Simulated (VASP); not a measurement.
Input of a VASP 6.6.1 run:

The input INCAR:

```
PREC = Accurate ; ENCUT = 520
EDIFF = 1E-7 ; ISMEAR = -1
SIGMA = 0.08 ; LREAL = F
LASPH = T ; NELM = 100
ALGO = Normal ; ISIF = 2
LWAVE = F ; LCHARG = F
GGA = PS ; NBANDS = 16
```

Contents of KPOINTS:

```
Automatic mesh
0
Gamma
  15 15 15
```

Contents of POSCAR:

```
AgCl
1.0
    0.0000000000      2.2315852803      2.2315852803
    2.2315852803      0.0000000000      2.2315852803
    2.2315852803      2.2315852803      0.0000000000
Ag Cl
1 1
Direct
    0.0000000000      0.0000000000      0.0000000000
    0.5000000000      0.5000000000      0.5000000000
```

Potentials or basis: VASP PAW PBE potentials, release 64 (Ag, Cl).

Command:

```console
$ cat potpaw_PBE.64/Ag/POTCAR potpaw_PBE.64/Cl/POTCAR > POTCAR
$ mpirun -np 1 vasp_std > vasp.out
```

Problem. Predict the pressure.

Solution. 158.6 GPa.

Problem. Estimate the band gap on the k mesh.

Solution. 0.62 eV, indirect (least direct gap 1.02 eV).

Caveat: the PAW data sets were made with another functional, which shifts forces and pressure a little. A k mesh can miss the band edges.
